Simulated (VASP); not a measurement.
Wanted: the native input for a VASP 6.6.1 run.

| Property | Result |
| --- | --- |
| Task | single point |
| Functional | PBE |
| Potentials or basis | VASP PAW PBE potentials, release 64 (Si, W_sv) |
| Cutoff | 520 eV |
| k mesh | 6 × 4 × 4 |
| Occupations | gaussian, width 0.1 eV |
| Spin | no spin polarisation |
| Dipole correction | no |
| Further INCAR settings | ALGO = Fast; EDIFF = 1e-07; NBANDS = 41 |

The structure of SiW2 lies in POSCAR:

```
SiW2
1.0
    3.1659238551      0.0000000000      0.0000000000
    0.0000000000      4.2409968102      0.0000000000
    0.0000000000      0.0000000000      6.7518984099
Si W
2 4
Direct
    0.5000000000      0.5000000000      0.2104190392
    0.0000000000      0.0000000000      0.7895809608
    0.0000000000      0.5000000000      0.5074808664
    0.5000000000      0.0000000000      0.4925191336
    0.5000000000      0.5000000000      0.8467677491
    0.0000000000      0.0000000000      0.1532322509
```

These files were run (other wordings do the same):

INCAR

```
PREC = Accurate
ENCUT = 520
EDIFF = 1E-7
ISMEAR = 0
SIGMA = 0.1
LREAL = F
LASPH = T
NELM = 60
ALGO = Fast
ISIF = 2
LWAVE = F
LCHARG = F
GGA = PE
NBANDS = 41
```

KPOINTS

```
Automatic mesh
0
Gamma
  6 4 4
```

Potentials or basis: VASP PAW PBE potentials, release 64 (Si, W_sv).

Run with:

```sh
$ cat potpaw_PBE.64/Si/POTCAR potpaw_PBE.64/W_sv/POTCAR > POTCAR
$ mpirun -np 1 vasp_std > vasp.out
```

Results of the run:

```json
{
 "Pressure": "0.2 GPa",
 "Largest force": "0.039 eV/Å",
 "Band gap on the k mesh": "zero (band 32 reaches 11.84 eV, above the bottom of band 33 at 10.74 eV)"
}
```

Caveat: the k points lie up to 0.37 Å⁻¹ apart; spin-orbit coupling is left out, which moves the levels of the heavy elements.

Wall time 57 s on 1 thread of Intel(R) Xeon(R) 6975P-C (Granite Rapids), on a shared host, peak memory 0.25 GiB.
